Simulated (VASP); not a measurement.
A run of VASP 6.6.1:

The input INCAR:

```
SYSTEM = ZnO
ALGO = Normal
EDIFF = 1E-6
ENCUT = 1340
GGA = CA
GGA_COMPAT = .FALSE.
ISIF = 2
ISMEAR = 0
LASPH = .TRUE.
LCHARG = .TRUE.
LELF = .TRUE.
LREAL = .FALSE.
LVHAR = .TRUE.
LWAVE = .FALSE.
NBANDS = 26
NELM = 120
PREC = Accurate
SIGMA = 0.01
```

The input KPOINTS:

```
k-points
0
G
  9 9 6
  0 0 0
```

File POSCAR:

```
ZnO
1.0
    3.1873357838      0.0000000000      0.0000000000
   -1.5936678919      2.7603137592      0.0000000000
    0.0000000000      0.0000000000      5.1528329312
Zn O
2 2
Direct
    0.3333333333      0.6666666667      0.0017883233
    0.6666666667      0.3333333333      0.5017883233
    0.3333333333      0.6666666667      0.3802116767
    0.6666666667      0.3333333333      0.8802116767
```

Potentials or basis: VASP PAW LDA potentials, release 64 (Zn, O_h).

Run with:

```bash
$ cat potpaw_LDA.64/Zn/POTCAR potpaw_LDA.64/O_h/POTCAR > POTCAR
$ mpirun -np 1 vasp_std > vasp.out
```

Hardware: 1 thread of Intel(R) Xeon(R) Platinum 8259CL CPU @ 2.50GHz (Skylake/Cascade Lake) (shared host).

Q: Estimate the wall time of this run.

A: It took 3.3 min on 1 thread of Intel(R) Xeon(R) Platinum 8259CL CPU @ 2.50GHz (Skylake/Cascade Lake), on a shared host, peak memory 0.37 GiB. Counts: scf iterations 14, k points 48.
